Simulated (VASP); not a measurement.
Wanted: the native input for a VASP 6.6.1 run.

| Quantity | Value |
| --- | --- |
| Task | single point |
| Functional | LDA |
| Potentials or basis | VASP PAW LDA potentials, release 64 (Ti_sv) |
| Cutoff | 520 eV |
| k mesh | 19 × 19 × 19 |
| Occupations | fermi-dirac, width 0.08 eV |
| Spin | no spin polarisation |
| Dipole correction | no |
| Further INCAR settings | ALGO = Normal; EDIFF = 1e-07; NBANDS = 12 |

The structure of Ti lies in POSCAR:

```
Ti
1.0
   -1.2135558414      1.2135558414      1.2135558414
    1.2135558414     -1.2135558414      1.2135558414
    1.2135558414      1.2135558414     -1.2135558414
Ti
1
Direct
    0.0000000000      0.0000000000      0.0000000000
```

This cell differs from its parent crystal: volume scaled by 0.45.

These files were run (other wordings do the same):

INCAR

```
SYSTEM = Ti
  ALGO = Normal
  EDIFF = 1E-7
  ENCUT = 520
  ISIF = 2
  ISMEAR = -1
  LASPH = .True.
  LCHARG = .False.
  LREAL = .False.
  LWAVE = .False.
  NBANDS = 12
  NELM = 60
  PREC = Accurate
  SIGMA = 0.08
```

KPOINTS

```
k-points
0
Gamma
  19 19 19
  0 0 0
```

Potentials or basis: VASP PAW LDA potentials, release 64 (Ti_sv).

Run with:

```console
$ cat potpaw_LDA.64/Ti_sv/POTCAR > POTCAR
$ mpirun -np 1 vasp_std > vasp.out
```

It gave:

The pressure is 322.5 GPa. The band gap on the k mesh is zero (band 6 reaches 22.04 eV, above the bottom of band 7 at 19.38 eV).

Wall time 10 s on 1 thread of Intel(R) Xeon(R) Platinum 8259CL CPU @ 2.50GHz (Skylake/Cascade Lake), with other jobs on the host, peak memory 0.13 GiB.
